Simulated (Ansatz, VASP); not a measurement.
**Pt in VASP and in Ansatz**

INCAR

```
SYSTEM = Pt
ALGO = Normal ; EDIFF = 1E-6
EDIFFG = -0.01 ; ENCUT = 600
GGA = PE ; IBRION = 2
ISIF = 3 ; ISMEAR = 0
LASPH = .True. ; LCHARG = .False.
LREAL = .False. ; LWAVE = .False.
NELM = 80 ; NSW = 100
PREC = Accurate ; SIGMA = 0.1
```

KPOINTS

```
k-points
0
Gamma
  20 20 20
  0 0 0
```

Contents of POSCAR:

```
Pt
1.0
    2.6263044227      0.0000000000      0.0000000000
    0.0000000000      2.6263044227      0.0000000000
    0.0000000000      0.0000000000      2.6263044227
Pt
1
Direct
    0.5000000000      0.5000000000      0.5000000000
```

Input for Ansatz:

```yaml
crystal:
  lattice:
    - [2.6263044227, 0.0, 0.0]
    - [0.0, 2.6263044227, 0.0]
    - [0.0, 0.0, 2.6263044227]
  atoms:
    - { symbol: Pt, position: [0.5, 0.5, 0.5] }
basis:
  ecutwfc: 420
kpoints:
  mp_grid: { grid: [20, 20, 20] }
hamiltonian:
  xc: pbe
scf:
  occupations: { method: gaussian, width: 0.1 }
output:
  forces: true
  stress: true
  eigenvalues: true
relax:
  adjacent_minimum: "off"
  f_tol: 0.01
  max_steps: 80
  cell: { stress_tol: 0.05 }
```

Alike in both runs: task relaxation of cell and atoms; functional PBE; k mesh 20 × 20 × 20; occupations gaussian, width 0.1 eV; no spin polarisation.

```csv
,VASP,Ansatz
version,VASP 6.6.1,Ansatz 0.2.0
potentials or method,"VASP PAW PBE potentials, release 64 (Pt), cutoff 600 eV","scalar-relativistic, plane waves, PAW"
valence electrons in the cell,10,18
```

```tsv
	VASP	Ansatz	Ansatz less VASP
gap on the k mesh at the Fermi level, each at its own relaxed structure (eV)	none	none	-
relaxed volume (Å³/atom)	18.04	18.07	+0.036
relaxed length of the cell vector where the two differ most in proportion (Å)	2.622	2.624	+0.0017
```

A gap of «none» marks a metal or a gap that the smearing closes. VASP's potentials hold 10 valence electrons a cell and Ansatz's 18, so a difference there can come from the potentials and not from the codes.

Spin-orbit coupling is off throughout.
